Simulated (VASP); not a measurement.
# Ir in VASP: notebook

Ir is run at these levels: PBEsol; tasks: relaxation of cell and atoms, single point.

Program: VASP 6.6.1. These are calculated values, not measurements. Logs are shortened: lines on timing, memory, paths and dates and some standing lists are left out, and cuts for length are marked.

## Step 1: The cell of the first run

It takes space group Pm-3m (No. 221, cubic). The conventional cell has a = 2.537 Å, b = 2.537 Å, c = 2.537 Å, α = 90.00°, β = 90.00°, γ = 90.00°. Ir (site symmetry m-3m) has 6 Ir at 2.54 Å within 3.3 Å.

This isn't the form of Ir at room conditions, which is fcc.

## Step 2: Relaxation of cell and atoms, PBEsol

File INCAR:

```
SYSTEM = Ir
ALGO = Normal
EDIFF = 1E-6
EDIFFG = -0.01
ENCUT = 600
GGA = PS
IBRION = 2
ISIF = 3
ISMEAR = 0
LASPH = .True.
LCHARG = .False.
LREAL = .False.
LWAVE = .False.
NELM = 100
NSW = 100
PREC = Accurate
SIGMA = 0.1
```

File KPOINTS:

```
k-points
0
Gamma
  16 16 16
  0 0 0
```

File POSCAR:

```
Ir
1.0
    2.5371756029      0.0000000000      0.0000000000
    0.0000000000      2.5371756029      0.0000000000
    0.0000000000      0.0000000000      2.5371756029
Ir
1
Direct
    0.0000000000      0.0000000000      0.0000000000
```

Potentials or basis: VASP PAW PBE potentials, release 64 (Ir).

The run is started by

```
cat potpaw_PBE.64/Ir/POTCAR > POTCAR
mpirun -np 1 vasp_std > vasp.out
```

OUTCAR:

```text
SYSTEM = Ir
   EDIFF = 1E-6
   EDIFFG = -0.01
   ENCUT = 600
   GGA = PS
   IBRION = 2
   ISIF = 3
   ISMEAR = 0
   LASPH = .True.
   LREAL = .False.
   NELM = 100
   NSW = 100
   PREC = Accurate

 ion  position               nearest neighbor table
   1  0.000  0.000  0.000-

  LATTYP: Found a simple cubic cell.
 ALAT       =     2.5371756029

  Lattice vectors:

 A1 = (   2.5371756029,   0.0000000000,   0.0000000000)
 A2 = (   0.0000000000,   2.5371756029,   0.0000000000)
 A3 = (   0.0000000000,   0.0000000000,   2.5371756029)

Analysis of symmetry for initial positions (statically):
=====================================================================
 Subroutine PRICEL returns:
 Original cell was already a primitive cell.

 Routine SETGRP: Setting up the symmetry group for a
 simple cubic supercell.

 Subroutine GETGRP returns: Found 48 space group operations
 (whereof 48 operations were pure point group operations)
 out of a pool of 48 trial point group operations.

The static configuration has the point symmetry O_h .

Analysis of symmetry for dynamics (positions and initial velocities):
=====================================================================
 Subroutine PRICEL returns:
 Original cell was already a primitive cell.

 Routine SETGRP: Setting up the symmetry group for a
 simple cubic supercell.

 Subroutine GETGRP returns: Found 48 space group operations
 (whereof 48 operations were pure point group operations)
 out of a pool of 48 trial point group operations.

The dynamic configuration has the point symmetry O_h .

 Subroutine INISYM returns: Found 48 space group operations
 (whereof 48 operations are pure point group operations),
 and found     1 'primitive' translations

----------------------------------------------------------------------------------------

                                     Primitive cell

  volume of cell :      16.3325

  direct lattice vectors                    reciprocal lattice vectors
     2.537175603  0.000000000  0.000000000     0.394139057  0.000000000  0.000000000
     0.000000000  2.537175603  0.000000000     0.000000000  0.394139057  0.000000000
     0.000000000  0.000000000  2.537175603     0.000000000  0.000000000  0.394139057

  length of vectors
     2.537175603  2.537175603  2.537175603     0.394139057  0.394139057  0.394139057

  position of ions in fractional coordinates (direct lattice)
     0.000000000  0.000000000  0.000000000

  ion indices of the primitive-cell ions
   primitive index   ion index
                 1           1

----------------------------------------------------------------------------------------

 KPOINTS: k-points

Automatic generation of k-mesh.
 Grid dimensions read from file:
 generate k-points for:   16   16   16

 Generating k-lattice:

  Cartesian coordinates                     Fractional coordinates (reciprocal lattice)
     0.024633691  0.000000000  0.000000000     0.062500000  0.000000000  0.000000000
     0.000000000  0.024633691  0.000000000     0.000000000  0.062500000  0.000000000
     0.000000000  0.000000000  0.024633691     0.000000000  0.000000000  0.062500000

  Length of vectors
     0.024633691  0.024633691  0.024633691

  Shift w.r.t. Gamma in fractional coordinates (k-lattice)
     0.000000000  0.000000000  0.000000000

 Subroutine IBZKPT returns following result:
 ===========================================

 Found    165 irreducible k-points:

 Following reciprocal coordinates:
            Coordinates               Weight
  0.000000  0.000000  0.000000      1.000000
  0.062500  0.000000  0.000000      6.000000
  0.125000  0.000000  0.000000      6.000000
  0.187500  0.000000  0.000000      6.000000
  0.250000  0.000000  0.000000      6.000000
  0.312500  0.000000  0.000000      6.000000
[... 16 lines left out ...]
  0.437500  0.125000  0.000000     24.000000
  0.500000  0.125000  0.000000     12.000000
 [... further k-points ...]
   k-points           NKPTS =    165   k-points in BZ     NKDIM =    165   number of bands    NBANDS=      8
   number of dos      NEDOS =    301   number of ions     NIONS =      1
   total plane-waves  NPLWV =   8000
   dimension x,y,z NGX =    20 NGY =   20 NGZ =   20
   dimension x,y,z NGXF=    40 NGYF=   40 NGZF=   40
   ions per type =               1
   NGX,Y,Z   is equivalent  to a cutoff of  13.10, 13.10, 13.10 a.u.
   NGXF,Y,Z  is equivalent  to a cutoff of  26.21, 26.21, 26.21 a.u.
 SYSTEM =  Ir
   PREC   = accura    normal or accurate (medium, high low for compatibility)
   ISTART =      0    job   : 0-new  1-cont  2-samecut
   ICHARG =      2    charge: 1-file 2-atom 10-const
   ISPIN  =      1    spin polarized calculation?
   LNONCOLLINEAR =      F non collinear calculations
   LSORBIT =      F    spin-orbit coupling
   LASPH  =      T    aspherical Exc in radial PAW
   ENCUT  =  600.0 eV  44.10 Ry    6.64 a.u.   5.07  5.07  5.07*2*pi/ulx,y,z
   NELM   =    100;   NELMIN=  2; NELMDL= -5     # of ELM steps
   EDIFF  = 0.1E-05   stopping-criterion for ELM
   LREAL  =      F    real-space projection
   EDIFFG = -.1E-01   stopping-criterion for IOM
   NSW    =    100    number of steps for IOM
   IBRION =      2    ionic relax: 0-MD 1-quasi-New 2-CG
   NFREE  =      1    steps in history (QN), initial steepest desc. (CG)
   ISIF   =      3    stress and relaxation
   ISYM   =      2    0-nonsym 1-usesym 2-fastsym
   POTIM  = 0.5000    time-step for ionic-motion
   TEBEG  =    0.0;   TEEND  =   0.0 temperature during run
   PSTRESS=    0.0 pullay stress
   NELECT =       9.0000    total number of electrons
   NUPDOWN=      -1.0000    fix difference up-down
   EMIN   =  10.00;   EMAX   =-10.00  energy-range for DOS
   EFERMI =   0.00;   METHOD = LEGACY
   ISMEAR =     0;   SIGMA  =   0.10  broadening in eV -4-tet -1-fermi 0-gaus
   EFERMI_NEDOS =   21; number of points for ismear=-14 and -15
   IALGO  =     38    algorithm
   IMIX   =      4    mixing-type and parameters
     AMIX     =   0.40;   BMIX     =  1.00
     AMIX_MAG =   1.60;   BMIX_MAG =  1.00
  volume/ion in A,a.u.               =      16.33       110.22
  Fermi-wavevector in a.u.,A,eV,Ry     =   1.342163  2.536320 24.509542  1.801401
  Thomas-Fermi vector in A             =   2.470338
   LORBIT       =      0    0 simple, 1 ext, 2 COOP (PROOUT), +10 PAW based schemes
   GGA     = PS    functional components
   LHFCALC =     F    Hartree Fock is set to
   AEXX    =    0.0000 exact exchange contribution
   IVDW    =     0    specifies the selected vdW correction
   LEPSILON=     F    determine dielectric tensor
   LRPA    =     F    only Hartree local field effects (RPA)
 conjugate gradient relaxation of ions
 non-spin polarized calculation
 Gauss-broadening in eV      SIGMA  =   0.10
  energy-cutoff  :      600.00
  volume of cell :       16.33
 maximum number of plane-waves:       556
   NGX = 11   NGY = 11   NGZ = 11

--------------------------------------- Ionic step        1  -------------------------------------------

 number of electron       9.0000002 magnetization

 Free energy of the ion-electron system (eV)
  ---------------------------------------------------
  ext. energy  EPLUGINS =         0.00000000
  ---------------------------------------------------
  free energy    TOTEN  =        -8.72520324 eV

  energy without entropy =       -8.71812915  energy(sigma->0) =       -8.72166620

------------------------ aborting loop because EDIFF is reached ----------------------------------------

  FORCE on cell =-STRESS in cart. coord.  units (eV):
  Direction    XX          YY          ZZ          XY          YZ          ZX
  --------------------------------------------------------------------------------------
  -------------------------------------------------------------------------------------
  Total        0.1918170      0.1918170      0.1918170      0.0000000      0.0000000     -0.0000000
  in kB       18.8168121     18.8168121     18.8168121      0.0000000      0.0000000     -0.0000000
  external PRESSURE =      18.8168121 kB  Pullay stress =       0.0000000 kB
[... 55 lines left out ...]
  energy  without entropy=       -8.7123273305  energy(sigma->0) =       -8.71602673

--------------------------------------- Ionic step        3  -------------------------------------------

 number of electron       9.0000001 magnetization

 Free energy of the ion-electron system (eV)
  ---------------------------------------------------
  ext. energy  EPLUGINS =         0.00000000
  ---------------------------------------------------
  free energy    TOTEN  =        -8.72583841 eV

  energy without entropy =       -8.71868356  energy(sigma->0) =       -8.72226098

 E-fermi :   7.7063     XC(G=0): -13.0739

 val. band max:        7.7041077332   @ k =   0.2500   0.1875   0.1250
 cond. band min:       7.7116198914   @ k =   0.5000   0.4375   0.3125
 fundamental gap:      0.0075121582
 Fermi energy:         7.7062945224

 k-point     1 :       0.0000    0.0000    0.0000
  band No.  band energies     occupation
      1      -1.7162      2.00000
      2       1.5082      2.00000
      3       1.5082      2.00000
      4       9.1023      0.00000
      5       9.1023      0.00000
      6       9.1023      0.00000
      7      23.4859      0.00000
      8      23.4859      0.00000
[... 243 lines left out ...]
 k-point    24 :       0.5000    0.1250    0.0000
  band No.  band energies     occupation
      1       1.7666      2.00000
      2       2.8087      2.00000
      3       4.3742      2.00000
      4       6.2825      2.00000
      5       8.4642      0.00000
      6       8.9318      0.00000
      7      13.8660      0.00000
      8      24.5513      0.00000

 [... further k-points ...]

------------------------ aborting loop because EDIFF is reached ----------------------------------------

  FORCE on cell =-STRESS in cart. coord.  units (eV):
  Direction    XX          YY          ZZ          XY          YZ          ZX
  --------------------------------------------------------------------------------------
  -------------------------------------------------------------------------------------
  Total       -0.0007411     -0.0007411     -0.0007411      0.0000000     -0.0000000      0.0000000
  in kB       -0.0722103     -0.0722103     -0.0722103      0.0000000     -0.0000000      0.0000000
  external PRESSURE =      -0.0722103 kB  Pullay stress =       0.0000000 kB
[... 16 lines left out ...]
  FREE ENERGIE OF THE ION-ELECTRON SYSTEM (eV)
  ---------------------------------------------------
  free  energy   TOTEN  =        -8.7258384056 eV

  energy  without entropy=       -8.7186835569  energy(sigma->0) =       -8.72226098

 reached required accuracy - stopping structural energy minimisation
```

Run time: 24 s. Hardware: 1 thread of AMD EPYC 9R45 (Zen 5), shared host; peak memory 0.12 GiB.

What came out:

| Item | Value |
| --- | --- |
| Free energy | -8.7258 eV |
| Relaxed volume | 16.44 Å³/atom |
| Relaxed cell | a = 2.543 Å, b = 2.543 Å, c = 2.543 Å, α = 90.00°, β = 90.00°, γ = 90.00° |
| Space group after relaxing (to 0.1 Å) | Pm-3m (No. 221) |
| Energy gained by relaxing | 0.6 meV/atom |
| Ionic steps | 3 |
| Pressure after relaxing | 0.0 GPa |
| Band gap on the k mesh | zero (an odd number of electrons rules out a gap without spin polarisation) |

Step by step:
```tsv
step	energy change (eV)	largest force (eV/Å)	pressure (GPa)	volume (Å³)
1	0.0000	0.0000	1.88	16.33
2	0.0055	0.0000	-5.50	16.79
3	-0.0006	0.0000	-0.01	16.44
```

Final structure:
```yaml
crystal:
  lattice:
    - [2.54287, 0.00000, 0.00000]
    - [0.00000, 2.54287, 0.00000]
    - [0.00000, 0.00000, 2.54287]
  atoms:
    - { symbol: Ir, position: [0.00000, 0.00000, 0.00000] }
```

Caveat: the PAW data sets were made with another functional, which shifts forces and pressure a little; spin-orbit coupling is left out, which moves the levels of the heavy elements.

## Step 3: Single point, PBEsol

This run uses another cell than the first one: it holds 2 atoms, not 1.

File INCAR:

```
SYSTEM = Ir
ALGO = Fast
EDIFF = 1E-7
ENCUT = 520
GGA = PS
ISIF = 2
ISMEAR = 0
LASPH = .True.
LCHARG = .False.
LREAL = .False.
LWAVE = .False.
NBANDS = 16
NELM = 100
PREC = Accurate
SIGMA = 0.1
```

File KPOINTS:

```
k-points
0
Gamma
  15 15 15
  0 0 0
```

File POSCAR:

```
Ir
1.0
    1.7967507061      1.0373545038      2.9330282807
   -1.7967507061      1.0373545038      2.9330282807
    0.0000000000     -2.0747090076      2.9330282807
Ir
2
Direct
    0.2500108129      0.2500108129      0.2500108129
    0.7499891871      0.7499891871      0.7499891871
```

Potentials or basis: VASP PAW PBE potentials, release 64 (Ir).

The run is started by

```
cat potpaw_PBE.64/Ir/POTCAR > POTCAR
mpirun -np 1 vasp_std > vasp.out
```

OUTCAR:

```text
SYSTEM = Ir
   EDIFF = 1E-7
   ENCUT = 520
   GGA = PS
   ISIF = 2
   ISMEAR = 0
   LASPH = .True.
   LREAL = .False.
   NELM = 100
   PREC = Accurate

 ion  position               nearest neighbor table
   1  0.250  0.250  0.250-   2 2.54   2 2.54   2 2.54   2 2.54   2 2.54   2 2.54
   2  0.750  0.750  0.750-   1 2.54   1 2.54   1 2.54   1 2.54   1 2.54   1 2.54

  LATTYP: Found a trigonal (rhomboedric) cell.
 ALAT       =     3.5926414185
 COS(alpha) =     0.4997605949

  Lattice vectors:

 A1 = (   1.7967507061,   1.0373545038,   2.9330282807)
 A2 = (  -1.7967507061,   1.0373545038,   2.9330282807)
 A3 = (   0.0000000000,  -2.0747090076,   2.9330282807)

Analysis of symmetry for initial positions (statically):
=====================================================================
 Subroutine PRICEL returns:
 Original cell was already a primitive cell.

 Routine SETGRP: Setting up the symmetry group for a
 trigonal (rhombohedral) supercell.

 Subroutine GETGRP returns: Found 12 space group operations
 (whereof 12 operations were pure point group operations)
 out of a pool of 12 trial point group operations.

The static configuration has the point symmetry D_3d.

Analysis of symmetry for dynamics (positions and initial velocities):
=====================================================================
 Subroutine PRICEL returns:
 Original cell was already a primitive cell.

 Routine SETGRP: Setting up the symmetry group for a
 trigonal (rhombohedral) supercell.

 Subroutine GETGRP returns: Found 12 space group operations
 (whereof 12 operations were pure point group operations)
 out of a pool of 12 trial point group operations.

[... 113 lines left out ...]
   EMIN   =  10.00;   EMAX   =-10.00  energy-range for DOS
   EFERMI =   0.00;   METHOD = LEGACY
   ISMEAR =     0;   SIGMA  =   0.10  broadening in eV -4-tet -1-fermi 0-gaus
   EFERMI_NEDOS =   21; number of points for ismear=-14 and -15
   IALGO  =     68    algorithm
   IMIX   =      4    mixing-type and parameters
     AMIX     =   0.40;   BMIX     =  1.00
     AMIX_MAG =   1.60;   BMIX_MAG =  1.00
  volume/ion in A,a.u.               =      16.40       110.67
  Fermi-wavevector in a.u.,A,eV,Ry     =   1.340309  2.532816 24.441878  1.796427
  Thomas-Fermi vector in A             =   2.468632
   LORBIT       =      0    0 simple, 1 ext, 2 COOP (PROOUT), +10 PAW based schemes
   GGA     = PS    functional components
   LHFCALC =     F    Hartree Fock is set to
   AEXX    =    0.0000 exact exchange contribution
   IVDW    =     0    specifies the selected vdW correction
   LEPSILON=     F    determine dielectric tensor
   LRPA    =     F    only Hartree local field effects (RPA)
 non-spin polarized calculation
 RMM-DIIS sequential band-by-band and
 Gauss-broadening in eV      SIGMA  =   0.10
  energy-cutoff  :      520.00
  volume of cell :       32.80
 maximum number of plane-waves:       905
   NGX = 13   NGY = 13   NGZ = 13

 number of electron      18.0000001 magnetization

 Free energy of the ion-electron system (eV)
  ---------------------------------------------------
  ext. energy  EPLUGINS =         0.00000000
  ---------------------------------------------------
  free energy    TOTEN  =       -17.46308709 eV

  energy without entropy =      -17.44902815  energy(sigma->0) =      -17.45605762

 E-fermi :   7.7570     XC(G=0): -13.0880

 val. band max:        7.7472231385   @ k =  -0.3333   0.3333   0.2000
 cond. band min:       7.7627280105   @ k =  -0.4667   0.2667   0.2667
 fundamental gap:      0.0155048720
 Fermi energy:         7.7570195767

 k-point     1 :       0.0000    0.0000    0.0000
  band No.  band energies     occupation
      1      -1.7020      2.00000
      2       1.5219      2.00000
      3       1.5219      2.00000
      4       2.3472      2.00000
      5       2.3472      2.00000
      6       2.3500      2.00000
[... 433 lines left out ...]
      3       2.0269      2.00000
      4       2.4420      2.00000
      5       3.1174      2.00000
      6       3.1439      2.00000
[... 8 lines left out ...]
     15      19.8975      0.00000
     16      20.1882      0.00000

 [... further k-points ...]

------------------------ aborting loop because EDIFF is reached ----------------------------------------

  FORCE on cell =-STRESS in cart. coord.  units (eV):
  Direction    XX          YY          ZZ          XY          YZ          ZX
  --------------------------------------------------------------------------------------
  -------------------------------------------------------------------------------------
  Total        0.0955189      0.0955189      0.1003435     -0.0000000      0.0000000      0.0000000
  in kB        4.6657069      4.6657069      4.9013703     -0.0000000      0.0000000      0.0000000
  external PRESSURE =       4.7442614 kB  Pullay stress =       0.0000000 kB

 VOLUME and BASIS-vectors are now :
 -----------------------------------------------------------------------------
  energy-cutoff  :      520.00
  volume of cell :       32.80
      direct lattice vectors                 reciprocal lattice vectors
     1.796750706  1.037354504  2.933028281     0.278280119  0.160665102  0.113648183
    -1.796750706  1.037354504  2.933028281    -0.278280119  0.160665102  0.113648183
     0.000000000 -2.074709008  2.933028281     0.000000000 -0.321330203  0.113648183

 POSITION                                       TOTAL-FORCE (eV/Angst)
 -----------------------------------------------------------------------------------
      0.00000      0.00000      2.19987         0.000000      0.000000     -0.001658
      0.00000      0.00000      6.59922         0.000000     -0.000000      0.001658
 -----------------------------------------------------------------------------------
    total drift:                                0.000000      0.000000      0.000000

  FREE ENERGIE OF THE ION-ELECTRON SYSTEM (eV)
  ---------------------------------------------------
  free  energy   TOTEN  =       -17.4630870863 eV

  energy  without entropy=      -17.4490281522  energy(sigma->0) =      -17.45605762
```

Wall time 3 min (1 thread of AMD EPYC 9R45 (Zen 5), shared host); peak memory 0.25 GiB.

What came out:

- Free energy: -17.4631 eV
- Pressure: 0.5 GPa
- Band gap on the k mesh: zero (bands 9 and 10 overlap by 2.93 eV)

Levels at points of the mesh, in eV from the Fermi level:
```
           k point  band 6  band 7  band 8  band 9  band 10  band 11  band 12  band 13
(0.00, 0.00, 0.00)   -5.41    1.39    1.39    1.39     3.74     3.74     9.13    11.01
```

Caveat: the PAW data sets were made with another functional, which shifts forces and pressure a little; spin-orbit coupling is left out, which moves the levels of the heavy elements.
